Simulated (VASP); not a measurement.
Here is a VASP 6.6.1 calculation.

INCAR

```
PREC     = Accurate       # precision mode
ENCUT    = 520            # plane-wave cutoff, eV
EDIFF    = 1E-6           # SCF threshold, eV
ISMEAR   = 0              # smearing method
SIGMA    = 0.1            # smearing width, eV
LREAL    = F              # projectors in reciprocal space
LASPH    = T              # aspherical terms in the spheres
NELM     = 80             # most SCF steps
ALGO     = Fast           # electronic algorithm
ISIF     = 2              # what is computed and relaxed
LWAVE    = F              # write WAVECAR
LCHARG   = F              # write CHGCAR
NBANDS   = 12             # bands
```

The input KPOINTS:

```
Automatic mesh
0
Gamma
  8 8 8
```

POSCAR

```
Cu
1.0
   -1.4427933200      1.4427933200      1.3760814500
    1.4427933200     -1.4427933200      1.3760814500
    1.4427933200      1.4427933200     -1.3760814500
Cu
1
Direct
    0.0000000000      0.0000000000      0.0000000000
```

Potentials or basis: VASP PAW LDA potentials, release 64 (Cu).

Launch:

```sh
$ cat potpaw_LDA.64/Cu/POTCAR > POTCAR
$ mpirun -np 1 vasp_std > vasp.out
```

Q: Predict the pressure.

A: -6.6 GPa.

Stress tensor (GPa, compression positive):
```
-6.60  0.00  0.00
 0.00 -6.60  0.00
 0.00  0.00 -6.49
```

Caveat: the k points lie up to 0.39 Å⁻¹ apart.
